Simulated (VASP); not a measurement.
# SrGa3 (Pm-3m) in VASP: a series of runs

Aim: see how the results for SrGa3 move with the level of theory and the settings. Levels: LDA, PBE. Tasks: single point.

Program: VASP 6.6.1. These are calculated values, not measurements. Logs are shortened: lines on timing, memory, paths and dates and some standing lists are left out, and cuts for length are marked.

**1. The cell of the first run**

It takes space group Pm-3m (No. 221, cubic). The conventional cell has a = 4.528 Å, b = 4.528 Å, c = 4.528 Å, α = 90.00°, β = 90.00°, γ = 90.00°. Sr (site symmetry m-3m) has 12 Ga at 3.20 Å within 4.2 Å. Within 4.2 Å of Ga (site symmetry 4/mmm) lie 4 Sr at 3.20 Å and 8 Ga at 3.20 Å.

**2. Single point, LDA**

Contents of INCAR:

```
PREC     = Accurate       # precision mode
ENCUT    = 520            # plane-wave cutoff, eV
EDIFF    = 1E-6           # SCF threshold, eV
ISMEAR   = 0              # smearing method
SIGMA    = 0.05           # smearing width, eV
LREAL    = False          # projectors in reciprocal space
LASPH    = True           # aspherical terms in the spheres
NELM     = 100            # most SCF steps
ALGO     = Fast           # electronic algorithm
ISIF     = 2              # what is computed and relaxed
LWAVE    = False          # write WAVECAR
LCHARG   = False          # write CHGCAR
NBANDS   = 32             # bands
```

Contents of KPOINTS:

```
regular mesh
0
Gamma
  8 8 8
```

Contents of POSCAR:

```
SrGa3
1.0
    4.5284779453      0.0000000000      0.0000000000
    0.0000000000      4.5284779453      0.0000000000
    0.0000000000      0.0000000000      4.5284779453
Sr Ga
1 3
Direct
    0.0000000000      0.0000000000      0.0000000000
    0.0000000000      0.5000000000      0.5000000000
    0.5000000000      0.5000000000      0.0000000000
    0.5000000000      0.0000000000      0.5000000000
```

Potentials or basis: VASP PAW LDA potentials, release 64 (Sr_sv, Ga_d).

Run with:

```sh
> cat potpaw_LDA.64/Sr_sv/POTCAR potpaw_LDA.64/Ga_d/POTCAR > POTCAR
> mpirun -np 1 vasp_std > vasp.out
```

OUTCAR:

```text
PREC = Accurate
   ENCUT = 520
   EDIFF = 1E-6
   ISMEAR = 0
   LREAL = False
   LASPH = True
   NELM = 100
   ISIF = 2

 ion  position               nearest neighbor table
   1  0.000  0.000  0.000-   2 3.20   3 3.20   4 3.20   2 3.20   4 3.20   2 3.20   3 3.20   2 3.20
                             3 3.20   4 3.20   4 3.20   3 3.20
   2  0.000  0.500  0.500-   1 3.20   1 3.20   1 3.20   1 3.20
   3  0.500  0.500  0.000-   1 3.20   1 3.20   1 3.20   1 3.20
   4  0.500  0.000  0.500-   1 3.20   1 3.20   1 3.20   1 3.20

  LATTYP: Found a simple cubic cell.
 ALAT       =     4.5284779453

  Lattice vectors:

 A1 = (   4.5284779453,   0.0000000000,   0.0000000000)
 A2 = (   0.0000000000,   4.5284779453,   0.0000000000)
 A3 = (   0.0000000000,   0.0000000000,   4.5284779453)

Analysis of symmetry for initial positions (statically):
=====================================================================
 Subroutine PRICEL returns:
 Original cell was already a primitive cell.

 Routine SETGRP: Setting up the symmetry group for a
 simple cubic supercell.

 Subroutine GETGRP returns: Found 48 space group operations
 (whereof 48 operations were pure point group operations)
 out of a pool of 48 trial point group operations.

The static configuration has the point symmetry O_h .

Analysis of symmetry for dynamics (positions and initial velocities):
=====================================================================
 Subroutine PRICEL returns:
 Original cell was already a primitive cell.

 Routine SETGRP: Setting up the symmetry group for a
 simple cubic supercell.

 Subroutine GETGRP returns: Found 48 space group operations
 (whereof 48 operations were pure point group operations)
 out of a pool of 48 trial point group operations.

The dynamic configuration has the point symmetry O_h .

 Subroutine INISYM returns: Found 48 space group operations
 (whereof 48 operations are pure point group operations),
 and found     1 'primitive' translations

----------------------------------------------------------------------------------------

                                     Primitive cell

  volume of cell :      92.8660

  direct lattice vectors                    reciprocal lattice vectors
     4.528477945  0.000000000  0.000000000     0.220824748  0.000000000  0.000000000
     0.000000000  4.528477945  0.000000000     0.000000000  0.220824748  0.000000000
     0.000000000  0.000000000  4.528477945     0.000000000  0.000000000  0.220824748

  length of vectors
     4.528477945  4.528477945  4.528477945     0.220824748  0.220824748  0.220824748

  position of ions in fractional coordinates (direct lattice)
     0.000000000  0.000000000  0.000000000
     0.000000000  0.500000000  0.500000000
     0.500000000  0.500000000  0.000000000
     0.500000000  0.000000000  0.500000000

  ion indices of the primitive-cell ions
   primitive index   ion index
                 1           1
                 2           2
                 3           3
                 4           4

----------------------------------------------------------------------------------------

 KPOINTS: regular mesh

Automatic generation of k-mesh.
 Grid dimensions read from file:
 generate k-points for:    8    8    8

 Generating k-lattice:

  Cartesian coordinates                     Fractional coordinates (reciprocal lattice)
     0.027603093  0.000000000  0.000000000     0.125000000  0.000000000  0.000000000
     0.000000000  0.027603093  0.000000000     0.000000000  0.125000000  0.000000000
     0.000000000  0.000000000  0.027603093     0.000000000  0.000000000  0.125000000

  Length of vectors
     0.027603093  0.027603093  0.027603093

  Shift w.r.t. Gamma in fractional coordinates (k-lattice)
     0.000000000  0.000000000  0.000000000

 Subroutine IBZKPT returns following result:
 ===========================================

 Found     35 irreducible k-points:

 Following reciprocal coordinates:
            Coordinates               Weight
  0.000000  0.000000  0.000000      1.000000
  0.125000  0.000000  0.000000      6.000000
  0.250000  0.000000  0.000000      6.000000
  0.375000  0.000000  0.000000      6.000000
  0.500000  0.000000  0.000000      3.000000
  0.125000  0.125000  0.000000     12.000000
[... 16 lines left out ...]
  0.375000  0.375000  0.125000     24.000000
  0.500000  0.375000  0.125000     24.000000
 [... further k-points ...]
   k-points           NKPTS =     35   k-points in BZ     NKDIM =     35   number of bands    NBANDS=     32
   number of dos      NEDOS =    301   number of ions     NIONS =      4
   total plane-waves  NPLWV =  46656
   dimension x,y,z NGX =    36 NGY =   36 NGZ =   36
   dimension x,y,z NGXF=    72 NGYF=   72 NGZF=   72
   ions per type =               1   3
   NGX,Y,Z   is equivalent  to a cutoff of  13.22, 13.22, 13.22 a.u.
   NGXF,Y,Z  is equivalent  to a cutoff of  26.43, 26.43, 26.43 a.u.
 SYSTEM =  unknown system
   PREC   = accura    normal or accurate (medium, high low for compatibility)
   ISTART =      0    job   : 0-new  1-cont  2-samecut
   ICHARG =      2    charge: 1-file 2-atom 10-const
   ISPIN  =      1    spin polarized calculation?
   LNONCOLLINEAR =      F non collinear calculations
   LSORBIT =      F    spin-orbit coupling
   LASPH  =      T    aspherical Exc in radial PAW
   ENCUT  =  520.0 eV  38.22 Ry    6.18 a.u.   8.42  8.42  8.42*2*pi/ulx,y,z
   NELM   =    100;   NELMIN=  2; NELMDL= -5     # of ELM steps
   EDIFF  = 0.1E-05   stopping-criterion for ELM
   LREAL  =      F    real-space projection
[... 7 lines left out ...]
   TEBEG  =    0.0;   TEEND  =   0.0 temperature during run
   PSTRESS=    0.0 pullay stress
   NELECT =      49.0000    total number of electrons
   NUPDOWN=      -1.0000    fix difference up-down
   EMIN   =  10.00;   EMAX   =-10.00  energy-range for DOS
   EFERMI =   0.00;   METHOD = LEGACY
   ISMEAR =     0;   SIGMA  =   0.05  broadening in eV -4-tet -1-fermi 0-gaus
   EFERMI_NEDOS =   21; number of points for ismear=-14 and -15
   IALGO  =     68    algorithm
   IMIX   =      4    mixing-type and parameters
     AMIX     =   0.40;   BMIX     =  1.00
     AMIX_MAG =   1.60;   BMIX_MAG =  1.00
  volume/ion in A,a.u.               =      23.22       156.67
  Fermi-wavevector in a.u.,A,eV,Ry     =   1.322882  2.499885 23.810441  1.750018
  Thomas-Fermi vector in A             =   2.452531
   LORBIT       =      0    0 simple, 1 ext, 2 COOP (PROOUT), +10 PAW based schemes
   GGA     = CA    functional components
   LHFCALC =     F    Hartree Fock is set to
   AEXX    =    0.0000 exact exchange contribution
   IVDW    =     0    specifies the selected vdW correction
   LEPSILON=     F    determine dielectric tensor
   LRPA    =     F    only Hartree local field effects (RPA)
 non-spin polarized calculation
 RMM-DIIS sequential band-by-band and
 Gauss-broadening in eV      SIGMA  =   0.05
  energy-cutoff  :      520.00
  volume of cell :       92.87
 maximum number of plane-waves:      2522
 NGX is ok and might be reduce to    36
   NGX = 17   NGY = 17   NGZ = 17

 number of electron      49.0000050 magnetization

 Free energy of the ion-electron system (eV)
  ---------------------------------------------------
  ext. energy  EPLUGINS =         0.00000000
  ---------------------------------------------------
  free energy    TOTEN  =       -13.50538668 eV

  energy without entropy =      -13.50230511  energy(sigma->0) =      -13.50384590

 E-fermi :   3.8019     XC(G=0): -10.4500

 val. band max:        3.7986559376   @ k =   0.5000   0.3750   0.1250
 cond. band min:       3.8091757344   @ k =   0.5000   0.5000   0.1250
 fundamental gap:      0.0105197968
 Fermi energy:         3.8019275206

 k-point     1 :       0.0000    0.0000    0.0000
  band No.  band energies     occupation
      1     -30.7040      2.00000
      2     -12.9275      2.00000
      3     -12.9275      2.00000
      4     -12.9275      2.00000
      5     -10.9981      2.00000
      6     -10.9981      2.00000
[... 24 lines left out ...]
     31       7.7532      0.00000
     32       7.7553      0.00000

 k-point     2 :       0.1250    0.0000    0.0000
  band No.  band energies     occupation
      1     -30.7035      2.00000
      2     -12.9494      2.00000
      3     -12.9295      2.00000
      4     -12.9295      2.00000
      5     -10.9963      2.00000
      6     -10.9897      2.00000
[... 24 lines left out ...]
     31       8.3068      0.00000
     32       8.9595      0.00000

 k-point     3 :       0.2500    0.0000    0.0000
  band No.  band energies     occupation
      1     -30.7023      2.00000
      2     -13.0013      2.00000
      3     -12.9345      2.00000
      4     -12.9345      2.00000
      5     -10.9917      2.00000
      6     -10.9663      2.00000
[... 24 lines left out ...]
     31       8.9098      0.00000
     32       9.7543      0.00000

 k-point     4 :       0.3750    0.0000    0.0000
  band No.  band energies     occupation
      1     -30.7012      2.00000
      2     -13.0517      2.00000
      3     -12.9394      2.00000
      4     -12.9394      2.00000
      5     -10.9867      2.00000
      6     -10.9389      2.00000
[... 24 lines left out ...]
     31       8.9698      0.00000
     32       9.1405      0.00000

 k-point     5 :       0.5000    0.0000    0.0000
  band No.  band energies     occupation
      1     -30.7007      2.00000
      2     -13.0721      2.00000
      3     -12.9414      2.00000
      4     -12.9414      2.00000
      5     -10.9844      2.00000
      6     -10.9237      2.00000
[... 584 lines left out ...]
     31       9.0665      0.00000
     32       9.2754      0.00000

 k-point    22 :       0.5000    0.2500    0.1250
  band No.  band energies     occupation
      1     -30.6987      2.00000
      2     -13.0504      2.00000
      3     -12.9902      2.00000
      4     -12.9557      2.00000
      5     -10.9611      2.00000
      6     -10.9353      2.00000
[... 24 lines left out ...]
     31       9.2349      0.00000
     32       9.3275      0.00000

 k-point    23 :       0.3750    0.3750    0.1250
  band No.  band energies     occupation
      1     -30.6981      2.00000
      2     -13.0306      2.00000
      3     -13.0188      2.00000
      4     -12.9573      2.00000
      5     -10.9525      2.00000
      6     -10.9443      2.00000
[... 24 lines left out ...]
     31       8.9598      0.00000
     32      10.0010      0.00000

 k-point    24 :       0.5000    0.3750    0.1250
  band No.  band energies     occupation
      1     -30.6976      2.00000
      2     -13.0384      2.00000
      3     -13.0207      2.00000
      4     -12.9582      2.00000
      5     -10.9438      2.00000
      6     -10.9406      2.00000
[... 24 lines left out ...]
     31       9.0763      0.00000
     32      10.0873      0.00000

 [... further k-points ...]

------------------------ aborting loop because EDIFF is reached ----------------------------------------

  FORCE on cell =-STRESS in cart. coord.  units (eV):
  Direction    XX          YY          ZZ          XY          YZ          ZX
  --------------------------------------------------------------------------------------
  -------------------------------------------------------------------------------------
  Total       -2.4460975     -2.4460975     -2.4460975      0.0000000      0.0000000     -0.0000000
  in kB      -42.2014696    -42.2014696    -42.2014696      0.0000000      0.0000000     -0.0000000
  external PRESSURE =     -42.2014696 kB  Pullay stress =       0.0000000 kB

 VOLUME and BASIS-vectors are now :
 -----------------------------------------------------------------------------
  energy-cutoff  :      520.00
  volume of cell :       92.87
      direct lattice vectors                 reciprocal lattice vectors
     4.528477945  0.000000000  0.000000000     0.220824748  0.000000000  0.000000000
     0.000000000  4.528477945  0.000000000     0.000000000  0.220824748  0.000000000
     0.000000000  0.000000000  4.528477945     0.000000000  0.000000000  0.220824748

 POSITION                                       TOTAL-FORCE (eV/Angst)
 -----------------------------------------------------------------------------------
      0.00000      0.00000      0.00000         0.000000      0.000000      0.000000
      0.00000      2.26424      2.26424         0.000000      0.000000      0.000000
      2.26424      2.26424      0.00000         0.000000      0.000000      0.000000
      2.26424      0.00000      2.26424         0.000000      0.000000      0.000000
 -----------------------------------------------------------------------------------
    total drift:                                0.000000      0.000000      0.000000

  FREE ENERGIE OF THE ION-ELECTRON SYSTEM (eV)
  ---------------------------------------------------
  free  energy   TOTEN  =       -13.5053866848 eV

  energy  without entropy=      -13.5023051111  energy(sigma->0) =      -13.50384590
```

Run time: 68 s. Hardware: 1 thread of Intel Xeon 6975P-C (Granite Rapids), shared host; peak memory 0.23 GiB.

What came out:

```
Free energy            : -13.5054 eV
Pressure               : -4.2 GPa
Band gap on the k mesh : zero (an odd number of electrons rules out a gap without spin polarisation)
```

Caveat: the cell stands under tension.

**3. Single point, PBE (23.68 Å³/atom)**

This run uses another cell than the first one, of 23.68 Å³/atom.

Contents of INCAR:

```
SYSTEM = SrGa3
PREC = Accurate
ENCUT = 520
EDIFF = 1E-6
ISMEAR = 0
SIGMA = 0.05
LREAL = .False.
LASPH = .True.
NELM = 60
ALGO = Fast
ISIF = 2
LWAVE = .False.
LCHARG = .False.
GGA = PE
NBANDS = 32
```

Contents of KPOINTS:

```
Automatic mesh
0
Gamma
  8 8 8
  0 0 0
```

Contents of POSCAR:

```
SrGa3
1.0
    4.5584687395      0.0000000000      0.0000000000
    0.0000000000      4.5584687395      0.0000000000
    0.0000000000      0.0000000000      4.5584687395
Sr Ga
1 3
Direct
    0.0000000000      0.0000000000      0.0000000000
    0.0000000000      0.5000000000      0.5000000000
    0.5000000000      0.5000000000      0.0000000000
    0.5000000000      0.0000000000      0.5000000000
```

Potentials or basis: VASP PAW PBE potentials, release 64 (Sr_sv, Ga_d).

Run with:

```sh
> cat potpaw_PBE.64/Sr_sv/POTCAR potpaw_PBE.64/Ga_d/POTCAR > POTCAR
> mpirun -np 1 vasp_std > vasp.out
```

OUTCAR:

```text
SYSTEM = SrGa3
   PREC = Accurate
   ENCUT = 520
   EDIFF = 1E-6
   ISMEAR = 0
   LREAL = .False.
   LASPH = .True.
   NELM = 60
   ISIF = 2
   GGA = PE

 ion  position               nearest neighbor table
   1  0.000  0.000  0.000-   2 3.22   3 3.22   4 3.22   2 3.22   4 3.22   2 3.22   3 3.22   2 3.22
                             3 3.22   4 3.22   4 3.22   3 3.22
   2  0.000  0.500  0.500-   1 3.22   1 3.22   1 3.22   1 3.22
   3  0.500  0.500  0.000-   1 3.22   1 3.22   1 3.22   1 3.22
   4  0.500  0.000  0.500-   1 3.22   1 3.22   1 3.22   1 3.22

  LATTYP: Found a simple cubic cell.
[... 1041 lines left out ...]
  --------------------------------------------------------------------------------------
  -------------------------------------------------------------------------------------
  Total       -0.3795976     -0.3795976     -0.3795976      0.0000000      0.0000000     -0.0000000
  in kB       -6.4206227     -6.4206227     -6.4206227      0.0000000      0.0000000     -0.0000000
  external PRESSURE =      -6.4206227 kB  Pullay stress =       0.0000000 kB

 VOLUME and BASIS-vectors are now :
 -----------------------------------------------------------------------------
  energy-cutoff  :      520.00
  volume of cell :       94.72
      direct lattice vectors                 reciprocal lattice vectors
     4.558468740  0.000000000  0.000000000     0.219371911  0.000000000  0.000000000
     0.000000000  4.558468740  0.000000000     0.000000000  0.219371911  0.000000000
     0.000000000  0.000000000  4.558468740     0.000000000  0.000000000  0.219371911

 POSITION                                       TOTAL-FORCE (eV/Angst)
 -----------------------------------------------------------------------------------
      0.00000      0.00000      0.00000         0.000000      0.000000      0.000000
      0.00000      2.27923      2.27923         0.000000      0.000000      0.000000
      2.27923      2.27923      0.00000         0.000000      0.000000      0.000000
      2.27923      0.00000      2.27923         0.000000      0.000000      0.000000
 -----------------------------------------------------------------------------------
    total drift:                                0.000000      0.000000      0.000000

  FREE ENERGIE OF THE ION-ELECTRON SYSTEM (eV)
  ---------------------------------------------------
  free  energy   TOTEN  =       -11.1815323057 eV

  energy  without entropy=      -11.1783259863  energy(sigma->0) =      -11.17992915
```

stdout:

```text
POSCAR found type information on POSCAR SrGa
 POSCAR found :  2 types and       4 ions
 scaLAPACK will be used
 LDA part: xc-table for (Slater+PW92), standard interpolation
 POSCAR, INCAR and KPOINTS ok, starting setup
 FFT: planning ... GRIDC
 FFT: planning ... GRID_SOFT
 FFT: planning ... GRID
 WAVECAR not read
 entering main loop
WARNING in EDDRMM: call to ZHEGV failed, returncode =   8  4     20
WARNING in EDDRMM: call to ZHEGV failed, returncode =   8  4     29
```

Run time: 78 s. Hardware: 1 thread of Intel Xeon 6975P-C (Granite Rapids), shared host; peak memory 0.25 GiB.

Results:

* Free energy: -11.1815 eV
* Pressure: -0.6 GPa
* Band gap on the k mesh: zero (an odd number of electrons rules out a gap without spin polarisation)

**4. Single point, PBE (24.15 Å³/atom)**

This run uses another cell than the first one, of 24.15 Å³/atom.

Contents of INCAR:

```
PREC = Accurate
ENCUT = 520
EDIFF = 1E-6
ISMEAR = 0
SIGMA = 0.05
LREAL = F
LASPH = T
NELM = 100
ALGO = Normal
ISIF = 2
LWAVE = F
LCHARG = F
GGA = PE
NBANDS = 32
```

Contents of KPOINTS:

```
regular mesh
0
Gamma
  8 8 8
```

Contents of POSCAR:

```
SrGa3
1.0
    4.5880700153      0.0000000000      0.0000000000
    0.0000000000      4.5880700153      0.0000000000
    0.0000000000      0.0000000000      4.5880700153
Sr Ga
1 3
Direct
    0.0000000000      0.0000000000      0.0000000000
    0.0000000000      0.5000000000      0.5000000000
    0.5000000000      0.5000000000      0.0000000000
    0.5000000000      0.0000000000      0.5000000000
```

Run with:

```sh
> cat potpaw_PBE.64/Sr_sv/POTCAR potpaw_PBE.64/Ga_d/POTCAR > POTCAR
> mpirun -np 1 vasp_std > vasp.out
```

Wall time 30 s (1 thread of Intel Xeon 6975P-C (Granite Rapids), shared host); peak memory 0.26 GiB.

It converged, with:

```yaml
Free_energy: -11.1703 eV
Pressure: -1.3 GPa
Band_gap_on_the_k_mesh: zero (an odd number of electrons rules out a gap without spin polarisation)
```

Levels at points of the mesh, in eV from the Fermi level:
```tsv
k point	band 22	band 23	band 24	band 25	band 26	band 27	band 28	band 29
(0.00, 0.00, 0.00)	-3.32	-0.86	-0.86	-0.86	3.62	3.76	3.76	3.76
(0.50, 0.00, 0.00)	-2.51	-0.71	-0.71	-0.14	1.76	1.76	2.21	2.61
(0.50, 0.50, 0.00)	-5.33	-2.74	0.52	0.52	1.24	1.88	2.49	2.49
(0.50, 0.50, 0.50)	-5.18	-2.90	-1.43	-1.43	-1.43	3.43	5.51	5.51
```

(Continued in part 2 of 2.)
